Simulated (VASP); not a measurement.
# SnTe (Fm-3m) in VASP: notebook, part 2 of 2

VASP 6.6.1.

## (4) Single point, PBEsol+D3(BJ)

This run uses another cell than the first one, of 29.73 Å³/atom.

Contents of INCAR:

```
  PREC = Accurate
  ENCUT = 520
  EDIFF = 1E-6
  ISMEAR = -1
  SIGMA = 0.05
  LREAL = F
  LASPH = T
  NELM = 80
  ALGO = Normal
  ISIF = 2
  LWAVE = F
  LCHARG = F
  GGA = PS
  IVDW = 12
  NBANDS = 17
```

Contents of KPOINTS:

```
Automatic mesh
0
Gamma
  7 7 7
```

Contents of POSCAR:

```
SnTe
1.0
    0.0000000000      3.0977911819      3.0977911819
    3.0977911819      0.0000000000      3.0977911819
    3.0977911819      3.0977911819      0.0000000000
Te Sn
1 1
Direct
    0.5000000000      0.5000000000      0.5000000000
    0.0000000000      0.0000000000      0.0000000000
```

Potentials or basis: VASP PAW PBE potentials, release 64 (Te, Sn_d).

Run with:

```
$ cat potpaw_PBE.64/Te/POTCAR potpaw_PBE.64/Sn_d/POTCAR > POTCAR
$ mpirun -np 1 vasp_std > vasp.out
```

OUTCAR:

```text
PREC = Accurate
   ENCUT = 520
   EDIFF = 1E-6
   ISMEAR = -1
   LREAL = F
   LASPH = T
   NELM = 80
   ISIF = 2
   GGA = PS
   IVDW = 12
 IVDW          = 12

 ion  position               nearest neighbor table
   1  0.500  0.500  0.500-   2 3.10   2 3.10   2 3.10   2 3.10   2 3.10   2 3.10
   2  0.000  0.000  0.000-   1 3.10   1 3.10   1 3.10   1 3.10   1 3.10   1 3.10

  LATTYP: Found a face centered cubic cell.
 ALAT       =     6.1955823638

  Lattice vectors:

 A1 = (   0.0000000000,   3.0977911819,   3.0977911819)
 A2 = (   3.0977911819,   0.0000000000,   3.0977911819)
 A3 = (   3.0977911819,   3.0977911819,   0.0000000000)

Analysis of symmetry for initial positions (statically):
=====================================================================
 Subroutine PRICEL returns:
 Original cell was already a primitive cell.

 Routine SETGRP: Setting up the symmetry group for a
 face centered cubic supercell.

 Subroutine GETGRP returns: Found 48 space group operations
 (whereof 48 operations were pure point group operations)
 out of a pool of 48 trial point group operations.

The static configuration has the point symmetry O_h .

Analysis of symmetry for dynamics (positions and initial velocities):
=====================================================================
 Subroutine PRICEL returns:
 Original cell was already a primitive cell.

 Routine SETGRP: Setting up the symmetry group for a
 face centered cubic supercell.

 Subroutine GETGRP returns: Found 48 space group operations
 (whereof 48 operations were pure point group operations)
 out of a pool of 48 trial point group operations.

The dynamic configuration has the point symmetry O_h .

 Subroutine INISYM returns: Found 48 space group operations
 (whereof 48 operations are pure point group operations),
 and found     1 'primitive' translations

----------------------------------------------------------------------------------------

                                     Primitive cell

  volume of cell :      59.4547

  direct lattice vectors                    reciprocal lattice vectors
     0.000000000  3.097791182  3.097791182    -0.161405327  0.161405327  0.161405327
     3.097791182  0.000000000  3.097791182     0.161405327 -0.161405327  0.161405327
     3.097791182  3.097791182  0.000000000     0.161405327  0.161405327 -0.161405327

  length of vectors
     4.380938303  4.380938303  4.380938303     0.279562228  0.279562228  0.279562228

  position of ions in fractional coordinates (direct lattice)
     0.500000000  0.500000000  0.500000000
     0.000000000  0.000000000  0.000000000

  ion indices of the primitive-cell ions
   primitive index   ion index
                 1           1
                 2           2

----------------------------------------------------------------------------------------

 KPOINTS: Automatic mesh

Automatic generation of k-mesh.
 Grid dimensions read from file:
 generate k-points for:    7    7    7

 Generating k-lattice:

  Cartesian coordinates                     Fractional coordinates (reciprocal lattice)
    -0.023057904  0.023057904  0.023057904     0.142857143  0.000000000  0.000000000
     0.023057904 -0.023057904  0.023057904     0.000000000  0.142857143  0.000000000
     0.023057904  0.023057904 -0.023057904     0.000000000  0.000000000  0.142857143

  Length of vectors
     0.039937461  0.039937461  0.039937461

  Shift w.r.t. Gamma in fractional coordinates (k-lattice)
     0.000000000  0.000000000  0.000000000

 Subroutine IBZKPT returns following result:
 ===========================================

 Found     20 irreducible k-points:

 Following reciprocal coordinates:
            Coordinates               Weight
  0.000000  0.000000  0.000000      1.000000
  0.142857  0.000000  0.000000      8.000000
  0.285714  0.000000  0.000000      8.000000
  0.428571  0.000000  0.000000      8.000000
  0.142857  0.142857  0.000000      6.000000
  0.285714  0.142857  0.000000     24.000000
[... 12 lines left out ...]
 -0.428571  0.428571  0.142857     24.000000
 -0.285714  0.428571  0.142857     24.000000
   k-points           NKPTS =     20   k-points in BZ     NKDIM =     20   number of bands    NBANDS=     17
   number of dos      NEDOS =    301   number of ions     NIONS =      2
   total plane-waves  NPLWV =  46656
   dimension x,y,z NGX =    36 NGY =   36 NGZ =   36
   dimension x,y,z NGXF=    72 NGYF=   72 NGZF=   72
   ions per type =               1   1
   NGX,Y,Z   is equivalent  to a cutoff of  13.66, 13.66, 13.66 a.u.
   NGXF,Y,Z  is equivalent  to a cutoff of  27.32, 27.32, 27.32 a.u.
 SYSTEM =  unknown system
   PREC   = accura    normal or accurate (medium, high low for compatibility)
   ISTART =      0    job   : 0-new  1-cont  2-samecut
   ICHARG =      2    charge: 1-file 2-atom 10-const
   ISPIN  =      1    spin polarized calculation?
   LNONCOLLINEAR =      F non collinear calculations
   LSORBIT =      F    spin-orbit coupling
   LASPH  =      T    aspherical Exc in radial PAW
   ENCUT  =  520.0 eV  38.22 Ry    6.18 a.u.   8.15  8.15  8.15*2*pi/ulx,y,z
   NELM   =     80;   NELMIN=  2; NELMDL= -5     # of ELM steps
   EDIFF  = 0.1E-05   stopping-criterion for ELM
   LREAL  =      F    real-space projection
   EDIFFG = 0.1E-04   stopping-criterion for IOM
   NSW    =      0    number of steps for IOM
   IBRION =     -1    ionic relax: 0-MD 1-quasi-New 2-CG
   NFREE  =      0    steps in history (QN), initial steepest desc. (CG)
   ISIF   =      2    stress and relaxation
   ISYM   =      2    0-nonsym 1-usesym 2-fastsym
   POTIM  = 0.5000    time-step for ionic-motion
   TEBEG  =    0.0;   TEEND  =   0.0 temperature during run
   PSTRESS=    0.0 pullay stress
   NELECT =      20.0000    total number of electrons
   NUPDOWN=      -1.0000    fix difference up-down
   EMIN   =  10.00;   EMAX   =-10.00  energy-range for DOS
   EFERMI =   0.00;   METHOD = LEGACY
   ISMEAR =    -1;   SIGMA  =   0.05  broadening in eV -4-tet -1-fermi 0-gaus
   EFERMI_NEDOS =   21; number of points for ismear=-14 and -15
   IALGO  =     38    algorithm
   IMIX   =      4    mixing-type and parameters
     AMIX     =   0.40;   BMIX     =  1.00
     AMIX_MAG =   1.60;   BMIX_MAG =  1.00
  volume/ion in A,a.u.               =      29.73       200.61
  Fermi-wavevector in a.u.,A,eV,Ry     =   1.138560  2.151567 17.637497  1.296319
  Thomas-Fermi vector in A             =   2.275265
   LORBIT       =      0    0 simple, 1 ext, 2 COOP (PROOUT), +10 PAW based schemes
   GGA     = PS    functional components
   LHFCALC =     F    Hartree Fock is set to
   AEXX    =    0.0000 exact exchange contribution
   IVDW    =    12    specifies the selected vdW correction
   LEPSILON=     F    determine dielectric tensor
   LRPA    =     F    only Hartree local field effects (RPA)
 non-spin polarized calculation
  energy-cutoff  :      520.00
  volume of cell :       59.45
 maximum number of plane-waves:      1639
 NGX is ok and might be reduce to    36
   NGX = 17   NGY = 17   NGZ = 17

 number of electron      19.9999999 magnetization

 Free energy of the ion-electron system (eV)
  ---------------------------------------------------
  ext. energy  EPLUGINS =         0.00000000
  ---------------------------------------------------
  free energy    TOTEN  =        -8.32700986 eV

  energy without entropy =       -8.32690989  energy(sigma->0) =       -8.32695988

 E-fermi :   7.5011     XC(G=0):  -9.8835

 val. band max:        7.2012584913   @ k =   0.4286   0.0000   0.0000
 cond. band min:       7.8447330532   @ k =   0.4286   0.0000   0.0000
 fundamental gap:      0.6434745619
 Fermi energy:         7.5011084874

 k-point     1 :       0.0000    0.0000    0.0000
  band No.  band energies     occupation
      1     -14.3558      2.00000
      2     -14.3558      2.00000
      3     -14.3453      2.00000
      4     -14.3453      2.00000
      5     -14.3453      2.00000
      6      -5.7594      2.00000
[... 9 lines left out ...]
     16      12.0795      0.00000
     17      14.0049      0.00000
[... 361 lines left out ...]
 k-point    20 :      -0.2857    0.4286    0.1429
  band No.  band energies     occupation
      1     -14.3718      2.00000
      2     -14.3563      2.00000
      3     -14.3428      2.00000
      4     -14.3390      2.00000
      5     -14.3322      2.00000
      6      -3.9238      2.00000
[... 9 lines left out ...]
     16      17.2925      0.00000
     17      18.0709      0.00000

------------------------ aborting loop because EDIFF is reached ----------------------------------------

 Edisp (eV)   -0.81789

 E8    (eV) :    -0.5653

  FORCE on cell =-STRESS in cart. coord.  units (eV):
  Direction    XX          YY          ZZ          XY          YZ          ZX
  --------------------------------------------------------------------------------------
  -------------------------------------------------------------------------------------
  Total      -0.00296    -0.00296    -0.00296     0.00000     0.00000     0.00000
  in kB      -0.07985    -0.07985    -0.07985     0.00000     0.00000     0.00000
  external pressure =       -0.08 kB  Pullay stress =        0.00 kB

 VOLUME and BASIS-vectors are now :
 -----------------------------------------------------------------------------
  energy-cutoff  :      520.00
  volume of cell :       59.45
      direct lattice vectors                 reciprocal lattice vectors
     0.000000000  3.097791182  3.097791182    -0.161405327  0.161405327  0.161405327
     3.097791182  0.000000000  3.097791182     0.161405327 -0.161405327  0.161405327
     3.097791182  3.097791182  0.000000000     0.161405327  0.161405327 -0.161405327

 POSITION                                       TOTAL-FORCE (eV/Angst)
 -----------------------------------------------------------------------------------
      3.09779      3.09779      3.09779         0.000000     -0.000000      0.000000
      0.00000      0.00000      0.00000        -0.000000      0.000000     -0.000000
 -----------------------------------------------------------------------------------
    total drift:                               -0.000000      0.000000      0.000000

  FREE ENERGIE OF THE ION-ELECTRON SYSTEM (eV)
  ---------------------------------------------------
  free  energy   TOTEN  =        -9.1449019713 eV

  energy  without entropy=       -9.1448020027  energy(sigma->0) =       -9.14485199
```

stdout:

```text
POSCAR found type information on POSCAR TeSn
 POSCAR found :  2 types and       2 ions
 scaLAPACK will be used
 -----------------------------------------------------------------------------
|                                                                             |
|                                                                             |
|     You enforced a specific xc type in the INCAR file but a different       |
|     I HOPE YOU KNOW WHAT YOU ARE DOING!                                     |
|                                                                             |
 -----------------------------------------------------------------------------

 LDA part: xc-table for (Slater+PW92), standard interpolation
 POSCAR, INCAR and KPOINTS ok, starting setup
 FFT: planning ... GRIDC
 FFT: planning ... GRID_SOFT
 FFT: planning ... GRID
 WAVECAR not read
 entering main loop
```

It took 47 s on 1 thread of AMD EPYC 7R13, shared host; peak memory 0.18 GiB.

What came out:

| Item | Value |
| --- | --- |
| Free energy | -9.1449 eV |
| Pressure | 0.0 GPa |
| Dispersion energy per atom | -0.409 eV |

Caveat: this odd mesh misses L, so gap, dielectric constants and Born charges aren't listed; the PAW data sets were made with another functional, which shifts forces and pressure a little; spin-orbit coupling is left out, which moves the levels of the heavy elements.

## (5) Single point, LDA

This run uses another cell than the first one, of 30.28 Å³/atom.

Contents of INCAR:

```
PREC = Accurate ; ENCUT = 520
EDIFF = 1E-6 ; ISMEAR = -1
SIGMA = 0.05 ; LREAL = False
LASPH = True ; NELM = 60
ALGO = Normal ; ISIF = 2
LWAVE = False ; LCHARG = False
NBANDS = 17
```

KPOINTS is that of step 4.

Contents of POSCAR:

```
SnTe
1.0
    0.0000000000      3.1168216585      3.1168216585
    3.1168216585      0.0000000000      3.1168216585
    3.1168216585      3.1168216585      0.0000000000
Te Sn
1 1
Direct
    0.5000000000      0.5000000000      0.5000000000
    0.0000000000      0.0000000000      0.0000000000
```

Potentials or basis: VASP PAW LDA potentials, release 64 (Te, Sn_d).

Run with:

```
$ cat potpaw_LDA.64/Te/POTCAR potpaw_LDA.64/Sn_d/POTCAR > POTCAR
$ mpirun -np 1 vasp_std > vasp.out
```

Wall time 46 s (1 thread of AMD EPYC 7R13, shared host); peak memory 0.14 GiB.

It converged, with:

```
Free energy : -8.8389 eV
Pressure    : 0.0 GPa
```

Levels at points of the mesh, in eV from the Fermi level:
```csv
k point,band 8,band 9,band 10,band 11,band 12,band 13
"(0.00, 0.00, 0.00)",-2.25,-2.25,-2.25,3.32,3.32,3.32
```

Caveat: this odd mesh misses L, so gap, dielectric constants and Born charges aren't listed; spin-orbit coupling is left out, which moves the levels of the heavy elements.

## (6) Overview

```tsv
level	potentials or basis	spin	cell	pressure (GPa)	moment (μB)
PBEsol	VASP PAW PBE potentials, release 64 (Te, Sn_d)	non-collinear, zero start, SOC	a = 4.456 Å, angles 60.0°, 2 atoms	-0.4	0.00
PBEsol	VASP PAW PBE potentials, release 64 (Te, Sn_d)	non-collinear, zero start, SOC	a = 4.485 Å, angles 60.0°, 2 atoms	-1.2	0.00
PBEsol+D3(BJ)	VASP PAW PBE potentials, release 64 (Te, Sn_d)	off	a = 4.381 Å, angles 60.0°, 2 atoms	0.0	-
LDA	VASP PAW LDA potentials, release 64 (Te, Sn_d)	off	a = 4.408 Å, angles 60.0°, 2 atoms	0.0	-
```

Alike in all rows: task single point; k mesh 7 × 7 × 7; cutoff (eV) 520; smearing fermi-dirac 0.05 eV.

Caveats: the PAW data sets were made with another functional, which shifts forces and pressure a little (at least some runs); spin-orbit coupling is left out, which moves the levels of the heavy elements (at least some runs).

Total energies depend on the potentials used, so only differences within one code and one set of settings carry meaning.
